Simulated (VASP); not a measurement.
# Au in VASP: further runs

The runs below take Au through single point, with LDA.

All numbers are computed with VASP 6.6.1; they aren't measurements. Logs are shortened: lines on timing, memory, paths and dates and some standing lists are left out, and cuts for length are marked.

## Step 1: The cell of the first run

The cell holds a slab with vacuum, 5 atoms: a = 2.863 Å, b = 4.048 Å, c = 21.725 Å, α = 90.00°, β = 90.00°, γ = 90.00°.

## Step 2: Single point, LDA

Input file INCAR:

```
SYSTEM = Au
PREC = Accurate
ENCUT = 520
EDIFF = 1E-6
ISMEAR = -1
SIGMA = 0.05
LREAL = .FALSE.
LASPH = .TRUE.
NELM = 60
ALGO = Normal
ISIF = 2
LWAVE = .FALSE.
LCHARG = .FALSE.
LDIPOL = .TRUE.
IDIPOL = 3
DIPOL = 0.5 0.5 0.500
GGA = CA
NBANDS = 36
```

Input file KPOINTS:

```
Automatic mesh
0
G
  13 9 1
  0 0 0
```

Input file POSCAR:

```
Au
1.0
    2.8626073067      0.0000000000      0.0000000000
    0.0000000000      4.0483380768      0.0000000000
    0.0000000000      0.0000000000     21.7252000000
Au
5
Direct
    0.0000000000      0.0000000000      0.3729601991
    0.5000000000      0.5000000000      0.4311897701
    0.0000000000      0.0000000000      0.5000000000
    0.5000000000      0.5000000000      0.5688102306
    0.0000000000      0.0000000000      0.6270398003
```

Potentials or basis: VASP PAW LDA potentials, release 64 (Au).

The run is started by

```sh
> cat potpaw_LDA.64/Au/POTCAR > POTCAR
> mpirun -np 1 vasp_std > vasp.out
```

OUTCAR:

```text
SYSTEM = Au
   PREC = Accurate
   ENCUT = 520
   EDIFF = 1E-6
   ISMEAR = -1
   LREAL = .FALSE.
   LASPH = .TRUE.
   NELM = 60
   ISIF = 2
   GGA = CA

 ion  position               nearest neighbor table
   1  0.000  0.000  0.373-   3 2.76   2 2.78   2 2.78   2 2.78   2 2.78
   2  0.500  0.500  0.431-   1 2.78   1 2.78   1 2.78   1 2.78   3 2.89   3 2.89   3 2.89   3 2.89
                             4 2.99
   3  0.000  0.000  0.500-   5 2.76   1 2.76   2 2.89   2 2.89   2 2.89   2 2.89   4 2.89   4 2.89
                             4 2.89   4 2.89
   4  0.500  0.500  0.569-   5 2.78   5 2.78   5 2.78   5 2.78   3 2.89   3 2.89   3 2.89   3 2.89
                             2 2.99
   5  0.000  0.000  0.627-   3 2.76   4 2.78   4 2.78   4 2.78   4 2.78

  LATTYP: Found a simple orthorhombic cell.
 ALAT       =     2.8626073067
 B/A-ratio  =     1.4142135623
 C/A-ratio  =     7.5893050189

  Lattice vectors:

 A1 = (   2.8626073067,   0.0000000000,   0.0000000000)
 A2 = (   0.0000000000,   4.0483380768,   0.0000000000)
 A3 = (   0.0000000000,   0.0000000000,  21.7252000000)

Analysis of symmetry for initial positions (statically):
=====================================================================
 Subroutine PRICEL returns:
 Original cell was already a primitive cell.

 Routine SETGRP: Setting up the symmetry group for a
 simple orthorhombic supercell.

 Subroutine GETGRP returns: Found  8 space group operations
 (whereof  8 operations were pure point group operations)
 out of a pool of  8 trial point group operations.

The static configuration has the point symmetry D_2h.

Analysis of symmetry for dynamics (positions and initial velocities):
=====================================================================
 Subroutine PRICEL returns:
 Original cell was already a primitive cell.

 Routine SETGRP: Setting up the symmetry group for a
 simple orthorhombic supercell.

 Subroutine GETGRP returns: Found  8 space group operations
 (whereof  8 operations were pure point group operations)
 out of a pool of  8 trial point group operations.

The dynamic configuration has the point symmetry D_2h.

 Subroutine INISYM returns: Found  8 space group operations
 (whereof  8 operations are pure point group operations),
 and found     1 'primitive' translations

----------------------------------------------------------------------------------------

                                     Primitive cell

  volume of cell :     251.7690

  direct lattice vectors                    reciprocal lattice vectors
     2.862607307  0.000000000  0.000000000     0.349331883  0.000000000  0.000000000
     0.000000000  4.048338077  0.000000000     0.000000000  0.247014943  0.000000000
     0.000000000  0.000000000 21.725200000     0.000000000  0.000000000  0.046029496

  length of vectors
     2.862607307  4.048338077 21.725200000     0.349331883  0.247014943  0.046029496

  position of ions in fractional coordinates (direct lattice)
     0.000000000  0.000000000  0.372960199
     0.500000000  0.500000000  0.431189770
     0.000000000  0.000000000  0.500000000
     0.500000000  0.500000000  0.568810231
     0.000000000  0.000000000  0.627039800

  ion indices of the primitive-cell ions
   primitive index   ion index
                 1           1
                 2           2
                 3           3
                 4           4
                 5           5

----------------------------------------------------------------------------------------

 KPOINTS: Automatic mesh

Automatic generation of k-mesh.
 Grid dimensions read from file:
 generate k-points for:   13    9    1

 Generating k-lattice:

  Cartesian coordinates                     Fractional coordinates (reciprocal lattice)
     0.026871683  0.000000000  0.000000000     0.076923077  0.000000000  0.000000000
     0.000000000  0.027446105  0.000000000     0.000000000  0.111111111  0.000000000
     0.000000000  0.000000000  0.046029496     0.000000000  0.000000000  1.000000000

  Length of vectors
     0.026871683  0.027446105  0.046029496

  Shift w.r.t. Gamma in fractional coordinates (k-lattice)
     0.000000000  0.000000000  0.000000000

 Subroutine IBZKPT returns following result:
 ===========================================

 Found     35 irreducible k-points:

 Following reciprocal coordinates:
            Coordinates               Weight
  0.000000  0.000000  0.000000      1.000000
  0.076923  0.000000  0.000000      2.000000
  0.153846  0.000000  0.000000      2.000000
  0.230769  0.000000  0.000000      2.000000
  0.307692  0.000000  0.000000      2.000000
  0.384615  0.000000  0.000000      2.000000
[... 16 lines left out ...]
  0.076923  0.333333  0.000000      4.000000
  0.153846  0.333333  0.000000      4.000000
 [... further k-points ...]
   k-points           NKPTS =     35   k-points in BZ     NKDIM =     35   number of bands    NBANDS=     36
   number of dos      NEDOS =    301   number of ions     NIONS =      5
   total plane-waves  NPLWV = 116640
   dimension x,y,z NGX =    24 NGY =   30 NGZ =  162
   dimension x,y,z NGXF=    48 NGYF=   60 NGZF=  324
   ions per type =               5
   NGX,Y,Z   is equivalent  to a cutoff of  13.94, 12.32, 12.40 a.u.
   NGXF,Y,Z  is equivalent  to a cutoff of  27.88, 24.64, 24.79 a.u.
 SYSTEM =  Au
   PREC   = accura    normal or accurate (medium, high low for compatibility)
   ISTART =      0    job   : 0-new  1-cont  2-samecut
   ICHARG =      2    charge: 1-file 2-atom 10-const
   ISPIN  =      1    spin polarized calculation?
   LNONCOLLINEAR =      F non collinear calculations
   LSORBIT =      F    spin-orbit coupling
   LASPH  =      T    aspherical Exc in radial PAW
   ENCUT  =  520.0 eV  38.22 Ry    6.18 a.u.   5.32  7.53 40.39*2*pi/ulx,y,z
   NELM   =     60;   NELMIN=  2; NELMDL= -5     # of ELM steps
   EDIFF  = 0.1E-05   stopping-criterion for ELM
   LREAL  =      F    real-space projection
   EDIFFG = 0.1E-04   stopping-criterion for IOM
   NSW    =      0    number of steps for IOM
   IBRION =     -1    ionic relax: 0-MD 1-quasi-New 2-CG
   NFREE  =      0    steps in history (QN), initial steepest desc. (CG)
   ISIF   =      2    stress and relaxation
   ISYM   =      2    0-nonsym 1-usesym 2-fastsym
   POTIM  = 0.5000    time-step for ionic-motion
   TEBEG  =    0.0;   TEEND  =   0.0 temperature during run
   PSTRESS=    0.0 pullay stress
   NELECT =      55.0000    total number of electrons
   NUPDOWN=      -1.0000    fix difference up-down
   EMIN   =  10.00;   EMAX   =-10.00  energy-range for DOS
   EFERMI =   0.00;   METHOD = LEGACY
   ISMEAR =    -1;   SIGMA  =   0.05  broadening in eV -4-tet -1-fermi 0-gaus
   EFERMI_NEDOS =   21; number of points for ismear=-14 and -15
   IALGO  =     38    algorithm
   IMIX   =      4    mixing-type and parameters
     AMIX     =   0.40;   BMIX     =  1.00
     AMIX_MAG =   1.60;   BMIX_MAG =  1.00
  volume/ion in A,a.u.               =      50.35       339.80
  Fermi-wavevector in a.u.,A,eV,Ry     =   0.985965  1.863204 13.226598  0.972128
  Thomas-Fermi vector in A             =   2.117311
   LORBIT       =      0    0 simple, 1 ext, 2 COOP (PROOUT), +10 PAW based schemes
   GGA     = CA    functional components
   LHFCALC =     F    Hartree Fock is set to
   AEXX    =    0.0000 exact exchange contribution
   IVDW    =     0    specifies the selected vdW correction
   LEPSILON=     F    determine dielectric tensor
   LRPA    =     F    only Hartree local field effects (RPA)
 non-spin polarized calculation
  energy-cutoff  :      520.00
  volume of cell :      251.77
 maximum number of plane-waves:      6821
 NGX is ok and might be reduce to    24
   NGX = 11   NGY = 15   NGZ = 81

 dipolmoment           0.000000      0.000000      0.000000 electrons x Angstroem

 number of electron      55.0000004 magnetization

 dipolmoment           0.000000      0.000000     -0.000000 electrons x Angstroem

 Free energy of the ion-electron system (eV)
  ---------------------------------------------------
  ext. energy  EPLUGINS =         0.00000000
  ---------------------------------------------------
  free energy    TOTEN  =       -20.18255591 eV

  energy without entropy =      -20.16622540  energy(sigma->0) =      -20.17439066

 E-fermi :  -0.4098     XC(G=0):  -5.1781

 val. band max:       -0.4298721465   @ k =   0.3077   0.4444   0.0000
 cond. band min:      -0.3832149675   @ k =   0.3846   0.3333   0.0000
 fundamental gap:      0.0466571789
 Fermi energy:        -0.4097915917

 k-point     1 :       0.0000    0.0000    0.0000
  band No.  band energies     occupation
      1      -9.7481      2.00000
      2      -8.0815      2.00000
      3      -7.2431      2.00000
      4      -6.8154      2.00000
      5      -6.6507      2.00000
      6      -6.0937      2.00000
[... 28 lines left out ...]
     35       5.7658      0.00000
     36       6.3658      0.00000

 k-point     2 :       0.0769    0.0000    0.0000
  band No.  band energies     occupation
      1      -9.6095      2.00000
      2      -7.9589      2.00000
      3      -7.1259      2.00000
      4      -6.7495      2.00000
      5      -6.5278      2.00000
      6      -5.9407      2.00000
[... 28 lines left out ...]
     35       5.7642      0.00000
     36       6.4744      0.00000

 k-point     3 :       0.1538    0.0000    0.0000
  band No.  band energies     occupation
      1      -9.2106      2.00000
      2      -7.6477      2.00000
      3      -6.8365      2.00000
      4      -6.5462      2.00000
      5      -6.2250      2.00000
      6      -6.0207      2.00000
[... 28 lines left out ...]
     35       5.7532      0.00000
     36       6.7351      0.00000
[... 742 lines left out ...]
 k-point    23 :       0.0769    0.3333    0.0000
  band No.  band energies     occupation
      1      -8.5046      2.00000
      2      -7.6903      2.00000
      3      -7.0473      2.00000
      4      -6.7723      2.00000
      5      -6.5384      2.00000
      6      -6.2019      2.00000
[... 28 lines left out ...]
     35       6.2453      0.00000
     36       6.2591      0.00000

 k-point    24 :       0.1538    0.3333    0.0000
  band No.  band energies     occupation
      1      -8.1688      2.00000
      2      -7.3339      2.00000
      3      -6.6940      2.00000
      4      -6.4622      2.00000
      5      -6.1690      2.00000
      6      -6.1216      2.00000
[... 28 lines left out ...]
     35       6.4863      0.00000
     36       6.5809      0.00000

 [... further k-points ...]

------------------------ aborting loop because EDIFF is reached ----------------------------------------

 vacuum level on the upper side and lower side of the slab       (xc-potential included)        -0.008        -0.008

  FORCE on cell =-STRESS in cart. coord.  units (eV):
  Direction    XX          YY          ZZ          XY          YZ          ZX
  --------------------------------------------------------------------------------------
  -------------------------------------------------------------------------------------
  Total       -3.8362559     -1.9398309      0.1572072      0.0000000      0.0000000      0.0000000
  in kB      -24.4127006    -12.3444606      1.0004159      0.0000000      0.0000000      0.0000000
  external PRESSURE =     -11.9189151 kB  Pullay stress =       0.0000000 kB

 VOLUME and BASIS-vectors are now :
 -----------------------------------------------------------------------------
  energy-cutoff  :      520.00
  volume of cell :      251.77
      direct lattice vectors                 reciprocal lattice vectors
     2.862607307  0.000000000  0.000000000     0.349331883  0.000000000  0.000000000
     0.000000000  4.048338077  0.000000000     0.000000000  0.247014943  0.000000000
     0.000000000  0.000000000 21.725200000     0.000000000  0.000000000  0.046029496

 POSITION                                       TOTAL-FORCE (eV/Angst)
 -----------------------------------------------------------------------------------
      0.00000      0.00000      8.10263         0.000000      0.000000     -0.042279
      1.43130      2.02417      9.36768         0.000000      0.000000      0.003739
      0.00000      0.00000     10.86260         0.000000      0.000000      0.000000
      1.43130      2.02417     12.35752         0.000000      0.000000     -0.003739
      0.00000      0.00000     13.62257         0.000000     -0.000000      0.042279
 -----------------------------------------------------------------------------------
    total drift:                                0.000000      0.000000     -0.000005

  FREE ENERGIE OF THE ION-ELECTRON SYSTEM (eV)
  ---------------------------------------------------
  free  energy   TOTEN  =       -20.1825559143 eV

  energy  without entropy=      -20.1662254034  energy(sigma->0) =      -20.17439066

 vacuum level on the upper side and lower side of the slab         4.889         4.889
```

It took 10 min on 1 thread of Intel Xeon 8259CL, shared host; peak memory 0.4 GiB.

What came out:

* Free energy: -20.1826 eV
* Largest force: 0.042 eV/Å
* Band gap on the k mesh: zero (an odd number of electrons rules out a gap without spin polarisation)

Forces in eV/Å, atoms in the order of the input:
```
Au   0.000  0.000 -0.042
Au   0.000  0.000  0.004
Au   0.000  0.000  0.000
Au   0.000  0.000 -0.004
Au   0.000  0.000  0.042
```

Caveat: spin-orbit coupling is left out, which moves the levels of the heavy elements.

## Step 3: Single point, LDA

Input file INCAR:

```
SYSTEM = Au
PREC = Accurate ; ENCUT = 520
EDIFF = 1E-6 ; ISMEAR = -1
SIGMA = 0.05 ; LREAL = .FALSE.
LASPH = .TRUE. ; NELM = 80
ALGO = Normal ; ISIF = 2
LWAVE = .FALSE. ; LCHARG = .FALSE.
NBANDS = 36
```

KPOINTS is that of step 2.

POSCAR is that of step 2.

Potentials or basis: VASP PAW LDA potentials, release 64 (Au).

The run is started by

```sh
> cat potpaw_LDA.64/Au/POTCAR > POTCAR
> mpirun -np 1 vasp_std > vasp.out
```

OUTCAR:

```text
SYSTEM = Au
   PREC = Accurate
   ENCUT = 520
   EDIFF = 1E-6
   ISMEAR = -1
   LREAL = .FALSE.
   LASPH = .TRUE.
   NELM = 80
   ISIF = 2

 ion  position               nearest neighbor table
   1  0.000  0.000  0.373-   3 2.76   2 2.78   2 2.78   2 2.78   2 2.78
   2  0.500  0.500  0.431-   1 2.78   1 2.78   1 2.78   1 2.78   3 2.89   3 2.89   3 2.89   3 2.89
                             4 2.99
   3  0.000  0.000  0.500-   5 2.76   1 2.76   2 2.89   2 2.89   2 2.89   2 2.89   4 2.89   4 2.89
                             4 2.89   4 2.89
   4  0.500  0.500  0.569-   5 2.78   5 2.78   5 2.78   5 2.78   3 2.89   3 2.89   3 2.89   3 2.89
                             2 2.99
   5  0.000  0.000  0.627-   3 2.76   4 2.78   4 2.78   4 2.78   4 2.78

  LATTYP: Found a simple orthorhombic cell.
 ALAT       =     2.8626073067
 B/A-ratio  =     1.4142135623
 C/A-ratio  =     7.5893050189

  Lattice vectors:

 A1 = (   2.8626073067,   0.0000000000,   0.0000000000)
 A2 = (   0.0000000000,   4.0483380768,   0.0000000000)
 A3 = (   0.0000000000,   0.0000000000,  21.7252000000)

Analysis of symmetry for initial positions (statically):
=====================================================================
 Subroutine PRICEL returns:
 Original cell was already a primitive cell.

 Routine SETGRP: Setting up the symmetry group for a
 simple orthorhombic supercell.

 Subroutine GETGRP returns: Found  8 space group operations
 (whereof  8 operations were pure point group operations)
 out of a pool of  8 trial point group operations.

The static configuration has the point symmetry D_2h.

Analysis of symmetry for dynamics (positions and initial velocities):
=====================================================================
 Subroutine PRICEL returns:
 Original cell was already a primitive cell.

 Routine SETGRP: Setting up the symmetry group for a
[... 125 lines left out ...]
   EMIN   =  10.00;   EMAX   =-10.00  energy-range for DOS
   EFERMI =   0.00;   METHOD = LEGACY
   ISMEAR =    -1;   SIGMA  =   0.05  broadening in eV -4-tet -1-fermi 0-gaus
   EFERMI_NEDOS =   21; number of points for ismear=-14 and -15
   IALGO  =     38    algorithm
   IMIX   =      4    mixing-type and parameters
     AMIX     =   0.40;   BMIX     =  1.00
     AMIX_MAG =   1.60;   BMIX_MAG =  1.00
  volume/ion in A,a.u.               =      50.35       339.80
  Fermi-wavevector in a.u.,A,eV,Ry     =   0.985965  1.863204 13.226598  0.972128
  Thomas-Fermi vector in A             =   2.117311
   LORBIT       =      0    0 simple, 1 ext, 2 COOP (PROOUT), +10 PAW based schemes
   GGA     = CA    functional components
   LHFCALC =     F    Hartree Fock is set to
   AEXX    =    0.0000 exact exchange contribution
   IVDW    =     0    specifies the selected vdW correction
   LEPSILON=     F    determine dielectric tensor
   LRPA    =     F    only Hartree local field effects (RPA)
 non-spin polarized calculation
  energy-cutoff  :      520.00
  volume of cell :      251.77
 maximum number of plane-waves:      6821
 NGX is ok and might be reduce to    24
   NGX = 11   NGY = 15   NGZ = 81

 number of electron      55.0000004 magnetization

 Free energy of the ion-electron system (eV)
  ---------------------------------------------------
  ext. energy  EPLUGINS =         0.00000000
  ---------------------------------------------------
  free energy    TOTEN  =       -20.18255591 eV

  energy without entropy =      -20.16622540  energy(sigma->0) =      -20.17439066

 E-fermi :  -0.4098     XC(G=0):  -5.1781

 val. band max:       -0.4298721467   @ k =   0.3077   0.4444   0.0000
 cond. band min:      -0.3832149678   @ k =   0.3846   0.3333   0.0000
 fundamental gap:      0.0466571789
 Fermi energy:        -0.4097915920

 k-point     1 :       0.0000    0.0000    0.0000
  band No.  band energies     occupation
      1      -9.7481      2.00000
      2      -8.0815      2.00000
      3      -7.2431      2.00000
      4      -6.8154      2.00000
      5      -6.6507      2.00000
      6      -6.0937      2.00000
[... 925 lines left out ...]
     35       6.4863      0.00000
     36       6.5809      0.00000

 [... further k-points ...]
[... 5 lines left out ...]
  --------------------------------------------------------------------------------------
  -------------------------------------------------------------------------------------
  Total       -3.8362559     -1.9398309      0.1572071     -0.0000000      0.0000000      0.0000000
  in kB      -24.4127002    -12.3444608      1.0004155     -0.0000000      0.0000000      0.0000000
  external PRESSURE =     -11.9189151 kB  Pullay stress =       0.0000000 kB

 VOLUME and BASIS-vectors are now :
 -----------------------------------------------------------------------------
  energy-cutoff  :      520.00
  volume of cell :      251.77
      direct lattice vectors                 reciprocal lattice vectors
     2.862607307  0.000000000  0.000000000     0.349331883  0.000000000  0.000000000
     0.000000000  4.048338077  0.000000000     0.000000000  0.247014943  0.000000000
     0.000000000  0.000000000 21.725200000     0.000000000  0.000000000  0.046029496

 POSITION                                       TOTAL-FORCE (eV/Angst)
 -----------------------------------------------------------------------------------
      0.00000      0.00000      8.10263         0.000000      0.000000     -0.042279
      1.43130      2.02417      9.36768        -0.000000      0.000000      0.003739
      0.00000      0.00000     10.86260        -0.000000      0.000000      0.000000
      1.43130      2.02417     12.35752        -0.000000      0.000000     -0.003739
      0.00000      0.00000     13.62257        -0.000000      0.000000      0.042279
 -----------------------------------------------------------------------------------
    total drift:                                0.000000      0.000000     -0.000004

  FREE ENERGIE OF THE ION-ELECTRON SYSTEM (eV)
  ---------------------------------------------------
  free  energy   TOTEN  =       -20.1825559143 eV

  energy  without entropy=      -20.1662254034  energy(sigma->0) =      -20.17439066
```

It took 9.9 min on 1 thread of Intel Xeon 8259CL, shared host; peak memory 0.4 GiB.

What came out:

- Free energy: -20.1826 eV
- Largest force: 0.042 eV/Å
- Band gap on the k mesh: zero (an odd number of electrons rules out a gap without spin polarisation)

Forces in eV/Å, atoms in the order of the input:
```
Au   0.000  0.000 -0.042
Au   0.000  0.000  0.004
Au   0.000  0.000  0.000
Au   0.000  0.000 -0.004
Au   0.000  0.000  0.042
```

Levels at points of the mesh, in eV from the Fermi level:
```
           k point  band 26  band 27  band 28  band 29  band 30  band 31
(0.00, 0.00, 0.00)    -1.76    -1.47    -1.22     0.66     2.45     3.73
```

Caveat: spin-orbit coupling is left out, which moves the levels of the heavy elements.
